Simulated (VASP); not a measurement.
InSb:

```
In Sb
1.0
     0.00000    3.12420    3.12420
     3.12420    0.00000    3.12420
     3.12420    3.12420    0.00000
In Sb
1 1
Direct
  0.00000 0.00000 0.00000
  0.50000 0.50000 0.50000
```

```yaml
Program: VASP 6.6.1
Task: relaxation of cell and atoms
Functional: PBEsol
Potentials_or_basis: VASP PAW PBE potentials, release 64 (In_d, Sb)
Cutoff: 500 eV
k_mesh: 5 × 5 × 5
Occupations: tetrahedron
Spin: no spin polarisation
```

At the start: pressure -4.8 GPa; volume 30.49 Å³/atom.

**Question.** How do energy, volume and symmetry change on relaxing?

**Answer.** Over 3 steps the energy falls by 49.8 meV/atom and the volume is 27.32 Å³/atom (-10.4 %); space group Fm-3m (No. 225, to 0.05 Å).

Step by step:
```tsv
step	energy change (eV)	largest force (eV/Å)	pressure (GPa)	volume (Å³)
1	0.0000	0.0000	-4.83	60.99
2	-0.0932	0.0000	1.23	53.23
3	-0.0996	0.0000	0.03	54.63
```

Final structure:
```cif
data_structure
_symmetry_space_group_name_H-M 'P 1'
_symmetry_Int_Tables_number 1
_cell_length_a 4.2591
_cell_length_b 4.2591
_cell_length_c 4.2591
_cell_angle_alpha 60.000
_cell_angle_beta 60.000
_cell_angle_gamma 60.000
_cell_volume 54.63
loop_
_atom_site_label
_atom_site_type_symbol
_atom_site_fract_x
_atom_site_fract_y
_atom_site_fract_z
_atom_site_occupancy
In1 In 0.00000 0.00000 0.00000 1
Sb1 Sb 0.50000 0.50000 0.50000 1
```

Caveat: the PAW data sets were made with another functional, which shifts forces and pressure a little; tetrahedron occupations give inexact forces and stress in metals.
